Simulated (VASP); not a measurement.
Set up this calculation in VASP 6.6.1, as the native input.

```
Task                   : single point
Functional             : LDA
Potentials or basis    : VASP PAW LDA potentials, release 64 (Zn, O)
Cutoff                 : 600 eV
k mesh                 : 6 × 6 × 6
Occupations            : gaussian, width 0.05 eV
Spin                   : no spin polarisation
Dipole correction      : no
Further INCAR settings : ALGO = Normal; EDIFF = 1e-06; NBANDS = 60
```

The structure of ZnO2 lies in POSCAR:

```
ZnO2
1.0
    4.8964850538      0.0000000000      0.0000000000
    0.0000000000      4.8964850538      0.0000000000
    0.0000000000      0.0000000000      4.8964850538
Zn O
4 8
Direct
    0.0000000000      0.5000000000      0.5000000000
    0.5000000000      0.5000000000      0.0000000000
    0.5000000000      0.0000000000      0.5000000000
    0.0000000000      0.0000000000      0.0000000000
    0.4124106084      0.0875893916      0.9124106084
    0.0875893916      0.9124106084      0.4124106084
    0.9124106084      0.4124106084      0.0875893916
    0.5875893916      0.5875893916      0.5875893916
    0.4124106084      0.4124106084      0.4124106084
    0.0875893916      0.5875893916      0.9124106084
    0.9124106084      0.0875893916      0.5875893916
    0.5875893916      0.9124106084      0.0875893916
```

The input as run:

INCAR

```
SYSTEM = ZnO2
PREC = Accurate
ENCUT = 600
EDIFF = 1E-6
ISMEAR = 0
SIGMA = 0.05
LREAL = .FALSE.
LASPH = .TRUE.
NELM = 120
ALGO = Normal
ISIF = 2
LWAVE = .FALSE.
LCHARG = .TRUE.
LELF = .TRUE.
LVHAR = .TRUE.
NBANDS = 60
GGA_COMPAT = .FALSE.
```

KPOINTS

```
regular mesh
0
G
  6 6 6
  0 0 0
```

Potentials or basis: VASP PAW LDA potentials, release 64 (Zn, O).

Command:

```bash
$ cat potpaw_LDA.64/Zn/POTCAR potpaw_LDA.64/O/POTCAR > POTCAR
$ mpirun -np 1 vasp_std > vasp.out
```

Results of the run:

The pressure is -8.6 GPa and the largest force is 0.125 eV/Å. The band gap on the k mesh is 2.12 eV (least direct gap 2.26 eV).

Caveat: the cell stands under tension.

It took 3.7 min on 1 thread of Oxide Virtual Turin-like Processor, on a shared host, peak memory 0.25 GiB.
